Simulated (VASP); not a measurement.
MnS: single point with PBEsol+U

MnS:

```
Mn S
1.0
     0.00000    2.87163    2.87163
     2.87163    0.00000    2.87163
     2.87163    2.87163    0.00000
Mn S
1 1
Direct
  0.00000 0.00000 0.00000
  0.75000 0.75000 0.75000
```

| Quantity | Value |
| --- | --- |
| Program | VASP 6.6.1 |
| Task | single point |
| Functional | PBEsol |
| Potentials or basis | VASP PAW PBE potentials, release 64 (Mn_pv, S) |
| Cutoff | 520 eV |
| k mesh | 9 × 9 × 9 |
| Occupations | fermi-dirac, width 0.05 eV |
| Spin | collinear spin, ferromagnetic start |
| Starting moments | [4.0, 0.0] μB |
| Hubbard terms | Mn d U = 8.0 eV |

| Quantity | Value |
| --- | --- |
| Pressure | -0.1 GPa |
| Band gap on the k mesh | 1.48 eV |
| Net moment | 5.00 μB per cell |
| Site moments | Mn +4.72; S -0.03 μB |
| Valence electrons inside the program's atomic spheres | Mn 11.31; S 3.76 |

Levels at points of the mesh, in eV from the valence-band top:
Spin up:
| k point | band 10 | band 11 | band 12 | band 13 | band 14 | band 15 |
| --- | --- | --- | --- | --- | --- | --- |
| (0.00, 0.00, 0.00) | 0.00 | 0.00 | 0.00 | 1.48 | 6.52 | 6.52 |
Spin down:
| k point | band 3 | band 4 | band 5 | band 6 | band 7 | band 8 | band 9 | band 10 | band 11 | band 12 |
| --- | --- | --- | --- | --- | --- | --- | --- | --- | --- | --- |
| (0.00, 0.00, 0.00) | -45.02 | -12.30 | -1.56 | -1.56 | -1.56 | 2.35 | 4.92 | 4.92 | 6.62 | 6.62 |

Eigenvalues of the final occupation matrices:
| site | spin | trace | eigenvalues |
| --- | --- | --- | --- |
| site 1 d | 1 | 4.76 | 0.95 0.95 0.95 0.95 0.95 |
| site 1 d | 2 | 0.12 | 0.01 0.01 0.03 0.03 0.03 |

Run time: 28 s on 1 thread of AMD EPYC 9R45 96-Core Processor (Zen 5), on a shared host, peak memory 0.18 GiB.

Caveat: the PAW data sets were made with another functional, which shifts forces and pressure a little; a cell with one magnetic atom can't hold antiferromagnetic order, which such compounds often take. The state reached can hang on the start; a lower one may exist.
